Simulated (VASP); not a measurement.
# Zn3BH3 (P-6m2) in VASP: further runs

Zn3BH3 is run at these levels: PBE; tasks: single point, relaxation of cell and atoms.

Everything below comes from runs of VASP 6.6.1. Logs are shortened: lines on timing, memory, paths and dates and some standing lists are left out, and cuts for length are marked.

## (1) The cell of the first run

The structure is hexagonal, space group P-6m2 (No. 187). The conventional cell has a = 3.005 Å, b = 3.005 Å, c = 9.953 Å, α = 90.00°, β = 90.00°, γ = 120.00°. Zn (site symmetry 3m) has 3 H at 1.91 Å and 1 B at 2.03 Å within 2.5 Å. Zn (site symmetry -6m2) has 3 H at 1.74 Å within 2.3 Å. Within 2.7 Å of B (site symmetry -6m2) lie 2 Zn at 2.03 Å. H (site symmetry 3m) has 3 Zn at 1.91 Å within 2.5 Å. Within 2.3 Å of H (site symmetry -6m2) lie 3 Zn at 1.74 Å.

The cell was generated, and may not be a known phase.

## (2) Single point, PBE

INCAR reads:

```
PREC     = Accurate       # precision mode
ENCUT    = 500            # plane-wave cutoff, eV
EDIFF    = 1E-6           # SCF threshold, eV
ISMEAR   = 0              # smearing method
SIGMA    = 0.1            # smearing width, eV
LREAL    = F              # projectors in reciprocal space
LASPH    = T              # aspherical terms in the spheres
NELM     = 120            # most SCF steps
ALGO     = Normal         # electronic algorithm
ISIF     = 2              # what is computed and relaxed
LWAVE    = F              # write WAVECAR
LCHARG   = F              # write CHGCAR
GGA      = PE             # functional
NBANDS   = 30             # bands
GGA_COMPAT= F
```

KPOINTS reads:

```
regular mesh
0
Gamma
  6 6 4
```

POSCAR reads:

```
Zn3BH3
1.0
    3.0051181362      0.0000000000      0.0000000000
   -1.5025590681      2.6025086473      0.0000000000
    0.0000000000      0.0000000000      9.9527037788
Zn B H
3 1 3
Direct
    0.3333333333      0.6666666667      0.2039571069
    0.3333333333      0.6666666667      0.7960428931
    0.3333333333      0.6666666667      0.5000000000
    0.3333333333      0.6666666667      0.0000000000
    0.6666666667      0.3333333333      0.7147483449
    0.6666666667      0.3333333333      0.2852516551
    0.0000000000      0.0000000000      0.5000000000
```

Potentials or basis: VASP PAW PBE potentials, release 64 (Zn, B, H).

Started as:

```
$ cat potpaw_PBE.64/Zn/POTCAR potpaw_PBE.64/B/POTCAR potpaw_PBE.64/H/POTCAR > POTCAR
$ mpirun -np 1 vasp_std > vasp.out
```

OUTCAR:

```text
PREC = Accurate
   ENCUT = 500
   EDIFF = 1E-6
   ISMEAR = 0
   LREAL = F
   LASPH = T
   NELM = 120
   ISIF = 2
   GGA = PE

 ion  position               nearest neighbor table
   1  0.333  0.667  0.204-   6 1.91   6 1.91   6 1.91   4 2.03   3 2.95
   2  0.333  0.667  0.796-   5 1.91   5 1.91   5 1.91   4 2.03   3 2.95
   3  0.333  0.667  0.500-   7 1.74   7 1.74   7 1.74   1 2.95   2 2.95
   4  0.333  0.667  0.000-   1 2.03   2 2.03
   5  0.667  0.333  0.715-   2 1.91   2 1.91   2 1.91
   6  0.667  0.333  0.285-   1 1.91   1 1.91   1 1.91
   7  0.000  0.000  0.500-   3 1.74   3 1.74   3 1.74

  LATTYP: Found a hexagonal cell.
 ALAT       =     3.0051181362
 C/A-ratio  =     3.3119176444

  Lattice vectors:

 A1 = (   3.0051181362,   0.0000000000,   0.0000000000)
 A2 = (  -1.5025590681,   2.6025086473,   0.0000000000)
 A3 = (   0.0000000000,   0.0000000000,   9.9527037788)

Analysis of symmetry for initial positions (statically):
=====================================================================
 Subroutine PRICEL returns:
 Original cell was already a primitive cell.

 Routine SETGRP: Setting up the symmetry group for a
 hexagonal supercell.

 Subroutine GETGRP returns: Found 12 space group operations
 (whereof 12 operations were pure point group operations)
 out of a pool of 24 trial point group operations.

The static configuration has the point symmetry D_3h.

Analysis of symmetry for dynamics (positions and initial velocities):
=====================================================================
 Subroutine PRICEL returns:
 Original cell was already a primitive cell.

 Routine SETGRP: Setting up the symmetry group for a
 hexagonal supercell.

 Subroutine GETGRP returns: Found 12 space group operations
 (whereof 12 operations were pure point group operations)
 out of a pool of 24 trial point group operations.

The dynamic configuration has the point symmetry D_3h.

 Subroutine INISYM returns: Found 12 space group operations
 (whereof 12 operations are pure point group operations),
 and found     1 'primitive' translations

----------------------------------------------------------------------------------------

                                     Primitive cell

  volume of cell :      77.8386

  direct lattice vectors                    reciprocal lattice vectors
     3.005118136  0.000000000  0.000000000     0.332765620  0.192122320  0.000000000
    -1.502559068  2.602508647  0.000000000     0.000000000  0.384244641  0.000000000
     0.000000000  0.000000000  9.952703779     0.000000000  0.000000000  0.100475210

  length of vectors
     3.005118136  3.005118136  9.952703779     0.384244641  0.384244641  0.100475210

  position of ions in fractional coordinates (direct lattice)
     0.333333333  0.666666667  0.203957107
     0.333333333  0.666666667  0.796042893
     0.333333333  0.666666667  0.500000000
     0.333333333  0.666666667  0.000000000
     0.666666667  0.333333333  0.714748345
     0.666666667  0.333333333  0.285251655
     0.000000000  0.000000000  0.500000000

  ion indices of the primitive-cell ions
   primitive index   ion index
                 1           1
                 2           2
                 3           3
                 4           4
                 5           5
                 6           6
                 7           7

----------------------------------------------------------------------------------------

 KPOINTS: regular mesh

Automatic generation of k-mesh.
 Grid dimensions read from file:
 generate k-points for:    6    6    4

 Generating k-lattice:

  Cartesian coordinates                     Fractional coordinates (reciprocal lattice)
     0.055460937  0.032020387  0.000000000     0.166666667  0.000000000  0.000000000
     0.000000000  0.064040773  0.000000000     0.000000000  0.166666667  0.000000000
     0.000000000  0.000000000  0.025118802     0.000000000  0.000000000  0.250000000

  Length of vectors
     0.064040773  0.064040773  0.025118802

  Shift w.r.t. Gamma in fractional coordinates (k-lattice)
     0.000000000  0.000000000  0.000000000

 Subroutine IBZKPT returns following result:
 ===========================================

 Found     21 irreducible k-points:

 Following reciprocal coordinates:
            Coordinates               Weight
  0.000000  0.000000  0.000000      1.000000
  0.166667 -0.000000  0.000000      6.000000
  0.333333  0.000000  0.000000      6.000000
  0.500000  0.000000  0.000000      3.000000
  0.166667  0.166667  0.000000      6.000000
  0.333333  0.166667  0.000000     12.000000
[... 13 lines left out ...]
  0.333333  0.166667  0.500000     12.000000
  0.333333  0.333333  0.500000      2.000000
   k-points           NKPTS =     21   k-points in BZ     NKDIM =     21   number of bands    NBANDS=     30
   number of dos      NEDOS =    301   number of ions     NIONS =      7
   total plane-waves  NPLWV =  46080
[... 38 lines left out ...]
  Thomas-Fermi vector in A             =   2.461692
   LORBIT       =      0    0 simple, 1 ext, 2 COOP (PROOUT), +10 PAW based schemes
   GGA     = PE    functional components
   LHFCALC =     F    Hartree Fock is set to
   AEXX    =    0.0000 exact exchange contribution
   IVDW    =     0    specifies the selected vdW correction
   LEPSILON=     F    determine dielectric tensor
   LRPA    =     F    only Hartree local field effects (RPA)
 non-spin polarized calculation
 Gauss-broadening in eV      SIGMA  =   0.10
  energy-cutoff  :      500.00
  volume of cell :       77.84
 maximum number of plane-waves:      2017
 NGX is ok and might be reduce to    24
   NGX = 11   NGY = 11   NGZ = 37

 number of electron      41.9999987 magnetization

 Free energy of the ion-electron system (eV)
  ---------------------------------------------------
  ext. energy  EPLUGINS =         0.00000000
  ---------------------------------------------------
  free energy    TOTEN  =       -15.48830478 eV

  energy without entropy =      -15.47345520  energy(sigma->0) =      -15.48087999

 E-fermi :   1.8031     XC(G=0): -10.2748

 val. band max:        1.7824591563   @ k =   0.3333   0.0000   0.5000
 cond. band min:       1.8655832903   @ k =   0.3333   0.1667   0.0000
 fundamental gap:      0.0831241340
 Fermi energy:         1.8030669251

 k-point     1 :       0.0000    0.0000    0.0000
  band No.  band energies     occupation
      1      -8.9511      2.00000
      2      -7.5865      2.00000
      3      -7.3697      2.00000
      4      -6.3469      2.00000
      5      -5.8638      2.00000
      6      -5.8638      2.00000
[... 22 lines left out ...]
     29      14.0587      0.00000
     30      14.1709      0.00000

 k-point     2 :       0.1667   -0.0000    0.0000
  band No.  band energies     occupation
      1      -8.4091      2.00000
      2      -7.1591      2.00000
      3      -6.9057      2.00000
      4      -6.2273      2.00000
      5      -5.9011      2.00000
      6      -5.7584      2.00000
[... 22 lines left out ...]
     29      11.8888      0.00000
     30      12.9170      0.00000

 k-point     3 :       0.3333    0.0000    0.0000
  band No.  band energies     occupation
      1      -7.2708      2.00000
      2      -6.4399      2.00000
      3      -6.3440      2.00000
      4      -6.0813      2.00000
      5      -5.7904      2.00000
      6      -5.7203      2.00000
[... 22 lines left out ...]
     29       9.8649      0.00000
     30      10.9301      0.00000

 k-point     4 :       0.5000    0.0000    0.0000
  band No.  band energies     occupation
      1      -6.9855      2.00000
      2      -6.2962      2.00000
      3      -6.2714      2.00000
      4      -5.9407      2.00000
      5      -5.8662      2.00000
      6      -5.6748      2.00000
[... 517 lines left out ...]
     29       9.0592      0.00000
     30      10.6545      0.00000

 k-point    20 :       0.3333    0.1667    0.5000
  band No.  band energies     occupation
      1      -6.9070      2.00000
      2      -6.2407      2.00000
      3      -6.1690      2.00000
      4      -5.8593      2.00000
      5      -5.8229      2.00000
      6      -5.7939      2.00000
[... 22 lines left out ...]
     29       7.6682      0.00000
     30       9.2808      0.00000

 k-point    21 :       0.3333    0.3333    0.5000
  band No.  band energies     occupation
      1      -6.7668      2.00000
      2      -6.1491      2.00000
      3      -6.0804      2.00000
      4      -5.8059      2.00000
      5      -5.8024      2.00000
      6      -5.7602      2.00000
[... 22 lines left out ...]
     29       9.1067      0.00000
     30       9.4771      0.00000

------------------------ aborting loop because EDIFF is reached ----------------------------------------

  FORCE on cell =-STRESS in cart. coord.  units (eV):
  Direction    XX          YY          ZZ          XY          YZ          ZX
  --------------------------------------------------------------------------------------
  -------------------------------------------------------------------------------------
  Total        0.0419864      0.0419864      0.1044193      0.0000000      0.0000000     -0.0000000
  in kB        0.8642205      0.8642205      2.1492970      0.0000000      0.0000000     -0.0000000
  external PRESSURE =       1.2925794 kB  Pullay stress =       0.0000000 kB

 VOLUME and BASIS-vectors are now :
 -----------------------------------------------------------------------------
  energy-cutoff  :      500.00
  volume of cell :       77.84
      direct lattice vectors                 reciprocal lattice vectors
     3.005118136  0.000000000  0.000000000     0.332765620  0.192122320  0.000000000
    -1.502559068  2.602508647  0.000000000     0.000000000  0.384244641  0.000000000
     0.000000000  0.000000000  9.952703779     0.000000000  0.000000000  0.100475210

 POSITION                                       TOTAL-FORCE (eV/Angst)
 -----------------------------------------------------------------------------------
     -0.00000      1.73501      2.02992        -0.000000      0.000000      0.009675
     -0.00000      1.73501      7.92278         0.000000     -0.000000     -0.009675
     -0.00000      1.73501      4.97635         0.000000      0.000000      0.000000
     -0.00000      1.73501      0.00000        -0.000000      0.000000      0.000000
      1.50256      0.86750      7.11368        -0.000000      0.000000     -0.006815
      1.50256      0.86750      2.83903        -0.000000      0.000000      0.006815
      0.00000      0.00000      4.97635        -0.000000      0.000000      0.000000
 -----------------------------------------------------------------------------------
    total drift:                                0.000000     -0.000000     -0.000000

  FREE ENERGIE OF THE ION-ELECTRON SYSTEM (eV)
  ---------------------------------------------------
  free  energy   TOTEN  =       -15.4883047798 eV

  energy  without entropy=      -15.4734551976  energy(sigma->0) =      -15.48087999
```

It took 1.8 min on 1 thread of Intel Xeon 8259CL, shared host; peak memory 0.22 GiB.

Results:

- Free energy: -15.4883 eV
- Pressure: 0.1 GPa
- Largest force: 0.010 eV/Å
- Band gap on the k mesh: zero (bands 21 and 22 overlap by 4.45 eV)

Forces in eV/Å, atoms in the order of the input:
```
Zn   0.000  0.000  0.010
Zn   0.000  0.000 -0.010
Zn   0.000  0.000  0.000
B    0.000  0.000  0.000
H    0.000  0.000 -0.007
H    0.000  0.000  0.007
H    0.000  0.000  0.000
```

Caveat: the k points lie up to 0.40 Å⁻¹ apart, too coarse for converged energies and pressures of a metal.

## (3) Single point, PBE

This run uses another cell than the first one, of 12.82 Å³/atom.

INCAR reads:

```
  ALGO = Normal
  EDIFF = 1E-6
  ENCUT = 500
  GGA = PE
  GGA_COMPAT = False
  ISIF = 2
  ISMEAR = 0
  LASPH = True
  LCHARG = False
  LREAL = False
  LWAVE = False
  NBANDS = 30
  NELM = 120
  PREC = Accurate
  SIGMA = 0.1
```

KPOINTS reads:

```
k-points
0
Gamma
  6 6 4
```

POSCAR reads:

```
Zn3BH3
1.0
    3.9126546800      0.0000000000      0.0000000000
   -1.9563273400      3.3884583500      0.0000000000
    0.0000000000      0.0000000000      6.7661937800
Zn B H
3 1 3
Direct
    0.3333333300      0.6666666700      0.2249047200
    0.3333333300      0.6666666700      0.7750952800
    0.3333333300      0.6666666700      0.5000000000
    0.3333333300      0.6666666700      0.0000000000
    0.6666666700      0.3333333300      0.7351008900
    0.6666666700      0.3333333300      0.2648991100
    0.0000000000      0.0000000000      0.5000000000
```

Potentials or basis: VASP PAW PBE potentials, release 64 (Zn, B, H).

Started as:

```
$ cat potpaw_PBE.64/Zn/POTCAR potpaw_PBE.64/B/POTCAR potpaw_PBE.64/H/POTCAR > POTCAR
$ mpirun -np 1 vasp_std > vasp.out
```

It took 2.3 min on 1 thread of Intel Xeon 8259CL, shared host; peak memory 0.22 GiB.

It converged, with:

- Free energy: -2.7818 eV
- Pressure: 44.3 GPa
- Largest force: 5.063 eV/Å
- Band gap on the k mesh: zero (bands 21 and 22 overlap by 2.24 eV)

Forces in eV/Å, atoms in the order of the input:
```
Zn   0.000  0.000  5.063
Zn   0.000  0.000 -5.063
Zn   0.000  0.000  0.000
B    0.000  0.000  0.000
H    0.000  0.000  0.135
H    0.000  0.000 -0.135
H    0.000  0.000  0.000
```

Stress tensor (GPa, compression positive):
```
-11.09   0.00   0.00
  0.00 -11.09   0.00
  0.00   0.00 155.06
```

Levels at points of the mesh, in eV from the Fermi level:
```tsv
k point	band 19	band 20	band 21	band 22	band 23	band 24
(0.00, 0.00, 0.00)	0.44	0.50	0.99	0.99	3.18	3.48
(0.50, 0.00, 0.00)	-3.82	-1.78	-0.91	0.19	1.22	1.65
(0.00, 0.00, 0.50)	-2.74	1.35	1.35	1.48	3.20	3.28
(0.50, 0.00, 0.50)	-3.23	-1.30	-0.53	-0.10	0.69	1.71
```

Caveat: the stress differs along the axes, from -11 to 155 GPa; forces of over 1 eV/Å act on the atoms, so gaps and moduli don't describe the material at rest.

## (4) Relaxation of cell and atoms, PBE

This run uses another cell than the first one, of 12.82 Å³/atom.

INCAR reads:

```
PREC     = Accurate       # precision mode
ENCUT    = 500            # plane-wave cutoff, eV
EDIFF    = 1E-7           # SCF threshold, eV
ISMEAR   = 0              # smearing method
SIGMA    = 0.1            # smearing width, eV
LREAL    = F              # projectors in reciprocal space
LASPH    = T              # aspherical terms in the spheres
NELM     = 120            # most SCF steps
ALGO     = Normal         # electronic algorithm
ISIF     = 3              # what is computed and relaxed
LWAVE    = F              # write WAVECAR
LCHARG   = F              # write CHGCAR
GGA      = PE             # functional
IBRION   = 2              # ionic algorithm
NSW      = 90             # ionic steps
EDIFFG   = -0.04          # ionic threshold
GGA_COMPAT= F            
NELMIN   = 4
```

KPOINTS reads:

```
Automatic mesh
0
Gamma
  6 6 4
```

POSCAR is that of step 3.

Started as:

```
$ cat potpaw_PBE.64/Zn/POTCAR potpaw_PBE.64/B/POTCAR potpaw_PBE.64/H/POTCAR > POTCAR
$ mpirun -np 1 vasp_std > vasp.out
```

Run time: 27 min. Hardware: 1 thread of Intel Xeon 8259CL, shared host; peak memory 0.23 GiB.

It converged, with:

```yaml
Free_energy: -15.3786 eV
Relaxed_volume: 10.99 Å³/atom
Relaxed_cell: a = 3.010 Å, b = 3.010 Å, c = 9.801 Å, α = 90.00°, β = 90.00°, γ = 120.00°
Space_group_after_relaxing_to_0.1_Å: P-6m2 (No. 187)
Energy_gained_by_relaxing: 1799.5 meV/atom
Ionic_steps: 20
Pressure_after_relaxing: -0.1 GPa
Largest_force_after_relaxing: 0.014 eV/Å
Band_gap_on_the_k_mesh: zero (bands 21 and 22 overlap by 4.65 eV)
```

Forces in eV/Å, atoms in the order of the input:
```
Zn   0.000  0.000 -0.014
Zn   0.000  0.000  0.014
Zn   0.000  0.000  0.000
B    0.000  0.000  0.000
H    0.000  0.000  0.005
H    0.000  0.000 -0.005
H    0.000  0.000  0.000
```

Stress tensor (GPa, compression positive):
```
 0.14  0.00  0.00
 0.00  0.14  0.00
 0.00  0.00 -0.56
```

Step by step:
| step | energy change (eV) | largest force (eV/Å) | pressure (GPa) | volume (Å³) |
| --- | --- | --- | --- | --- |
| 1 | 0.0000 | 5.0634 | 44.29 | 89.71 |
| 2 | -8.4737 | 0.9615 | -11.53 | 131.37 |
| 3 | -9.4867 | 2.7901 | -4.15 | 112.17 |
| 4 | -9.5047 | 2.4440 | -6.38 | 116.23 |
| 5 | -9.5175 | 2.5411 | -5.85 | 115.11 |
| 6 | -10.5593 | 1.6199 | -7.52 | 107.32 |
| 7 | -11.8917 | 0.7069 | -6.89 | 93.81 |
| 8 | -11.4525 | 2.2011 | 17.98 | 68.03 |
| 9 | -12.4119 | 0.2996 | -3.17 | 84.85 |
| 10 | -12.4754 | 0.4304 | -0.21 | 80.78 |
| 11 | -12.4743 | 0.3654 | -0.75 | 81.44 |
| 12 | -12.5097 | 0.3510 | -0.88 | 80.16 |
| 13 | -12.5106 | 0.3512 | -0.88 | 79.94 |
| 14 | -12.5418 | 0.3191 | 0.37 | 78.10 |
| 15 | -12.5558 | 0.2677 | 2.51 | 75.34 |
| 16 | -12.5751 | 0.1814 | 2.02 | 75.41 |
| 17 | -12.5925 | 0.0124 | 0.93 | 75.55 |
| 18 | -12.5957 | 0.0082 | 0.41 | 76.21 |
| 19 | -12.5966 | 0.0186 | -0.29 | 77.16 |
| 20 | -12.5968 | 0.0136 | -0.09 | 76.90 |

Final structure:
```cif
data_structure
_symmetry_space_group_name_H-M 'P 1'
_symmetry_Int_Tables_number 1
_cell_length_a 3.0098
_cell_length_b 3.0098
_cell_length_c 9.8014
_cell_angle_alpha 90.000
_cell_angle_beta 90.000
_cell_angle_gamma 120.000
_cell_volume 76.90
loop_
_atom_site_label
_atom_site_type_symbol
_atom_site_fract_x
_atom_site_fract_y
_atom_site_fract_z
_atom_site_occupancy
Zn1 Zn 0.33333 0.66667 0.20636 1
Zn2 Zn 0.33333 0.66667 0.79364 1
Zn3 Zn 0.33333 0.66667 0.50000 1
B1 B 0.33333 0.66667 0.00000 1
H1 H 0.66667 0.33333 0.71214 1
H2 H 0.66667 0.33333 0.28786 1
H3 H 0.00000 0.00000 0.50000 1
```

Levels at points of the mesh, in eV from the Fermi level:
```tsv
k point	band 17	band 18	band 19	band 20	band 21	band 22	band 23	band 24	band 25
(0.00, 0.00, 0.00)	-6.97	-6.97	-4.64	-3.46	3.19	4.28	5.20	5.20	8.67
(0.50, 0.00, 0.00)	-4.64	-4.24	-4.17	-2.29	-2.08	-0.20	0.47	1.81	3.51
(0.00, 0.00, 0.50)	-6.99	-6.38	-6.30	-2.12	1.42	5.20	5.20	6.68	7.05
(0.50, 0.00, 0.50)	-4.74	-4.29	-4.24	-1.90	-1.56	-1.26	0.07	2.83	3.52
```

Caveat: a cell axis changed by over 15 % at a fixed basis, so the end point is rough.

## (5) The runs side by side

| task | cell | gap on the mesh (eV) | pressure (GPa) | largest force (eV/Å) |
| --- | --- | --- | --- | --- |
| single point | a = 3.005, b = 3.005, c = 9.953 Å, angles 90.0, 90.0, 120.0°, 7 atoms, atomic positions A | none | 0.1 | 0.01 |
| single point | a = 3.913, b = 3.913, c = 6.766 Å, angles 90.0, 90.0, 120.0°, 7 atoms, atomic positions B | none | 44.3 | 5.06 |
| relaxation of cell and atoms | relaxed from a = 3.913, b = 3.913, c = 6.766 Å, angles 90.0, 90.0, 120.0°, 7 atoms, atomic positions B | none | -0.1 | 0.01 |

Alike in all rows: level PBE; potentials or basis VASP PAW PBE potentials, release 64 (Zn, B, H); no spin polarisation; k mesh 6 × 6 × 4; cutoff (eV) 500; smearing gaussian 0.1 eV.

Caveats: some runs use coarse meshes; the stress differs along the axes, from -11 to 155 GPa (at least some runs); forces of over 1 eV/Å act on the atoms, so gaps and moduli don't describe the material at rest (at least some runs); a cell axis changed by over 15 % at a fixed basis, so the end point is rough (at least some runs).

Absolute energies hang on the potentials; compare differences alone.

The gap in the log of VASP goes by the Fermi energy; the results here count the filled bands.